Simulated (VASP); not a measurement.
A run of VASP 6.6.1:

File INCAR:

```
SYSTEM = CdHg2S3
  PREC = Accurate
  ENCUT = 520
  EDIFF = 1E-6
  ISMEAR = 0
  SIGMA = 0.1
  LREAL = .FALSE.
  LASPH = .TRUE.
  NELM = 80
  ALGO = Normal
  ISIF = 2
  LWAVE = .FALSE.
  LCHARG = .TRUE.
  GGA = PE
  LELF = .TRUE.
  LVHAR = .TRUE.
  NBANDS = 66
```

Contents of KPOINTS:

```
regular mesh
0
G
  6 6 1
  0 0 0
```

The input POSCAR:

```
CdHg2S3
1.0
    4.2268101205      0.0000000000      0.0000000000
   -2.1134050603      3.6605249413      0.0000000000
    0.0000000000      0.0000000000     20.6702078940
Cd Hg S
2 4 6
Direct
    0.6666666667      0.3333333333      0.8326645695
    0.3333333333      0.6666666667      0.3326645695
    0.6666666667      0.3333333333      0.1673417603
    0.6666666667      0.3333333333      0.4993900598
    0.3333333333      0.6666666667     -0.0006099402
    0.3333333333      0.6666666667      0.6673417603
    0.6666666667      0.3333333333      0.2930890870
    0.6666666667      0.3333333333      0.6250637854
    0.6666666667      0.3333333333      0.9574507379
    0.3333333333      0.6666666667      0.1250637854
    0.3333333333      0.6666666667      0.4574507379
    0.3333333333      0.6666666667      0.7930890870
```

Potentials or basis: VASP PAW PBE potentials, release 64 (Cd, Hg, S).

The run is started by

```console
$ cat potpaw_PBE.64/Cd/POTCAR potpaw_PBE.64/Hg/POTCAR potpaw_PBE.64/S/POTCAR > POTCAR
$ mpirun -np 1 vasp_std > vasp.out
```

Hardware: 1 thread of Intel(R) Xeon(R) Platinum 8259CL CPU @ 2.50GHz (Skylake/Cascade Lake), on a shared host.

Task: How long does it take, and how much memory?

Result: Run time: 4.7 min on 1 thread of Intel(R) Xeon(R) Platinum 8259CL CPU @ 2.50GHz (Skylake/Cascade Lake), on a shared host, peak memory 0.47 GiB. Counts: scf iterations 15, k points 7.
